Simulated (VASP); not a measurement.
A run of VASP 6.6.1:

Contents of INCAR:

```
ALGO = Normal
EDIFF = 1E-6
ENCUT = 520
GGA = PE
ISIF = 2
ISMEAR = 0
LASPH = T
LCHARG = F
LREAL = F
LWAVE = F
NBANDS = 28
NELM = 100
PREC = Accurate
SIGMA = 0.05
```

The input KPOINTS:

```
k-points
0
Gamma
  10 10 8
```

The input POSCAR:

```
SnO
1.0
    3.8682528639      0.0000000000      0.0000000000
    0.0000000000      3.8682528639      0.0000000000
    0.0000000000      0.0000000000      5.0676297782
Sn O
2 2
Direct
    0.0000000000      0.5000000000      0.2287171844
    0.5000000000      0.0000000000      0.7712828156
    0.0000000000      0.0000000000      0.0000000000
    0.5000000000      0.5000000000      0.0000000000
```

Potentials or basis: VASP PAW PBE potentials, release 64 (Sn_d, O).

The run is started by

```bash
$ cat potpaw_PBE.64/Sn_d/POTCAR potpaw_PBE.64/O/POTCAR > POTCAR
$ mpirun -np 1 vasp_std > vasp.out
```

Hardware: 1 thread of Intel(R) Xeon(R) 6975P-C (Granite Rapids), on a shared host.

Problem. How long does it take, and how much memory?

Solution. Run time: 90 s on 1 thread of Intel(R) Xeon(R) 6975P-C (Granite Rapids), on a shared host, peak memory 0.31 GiB. Counts: scf iterations 14, k points 105.
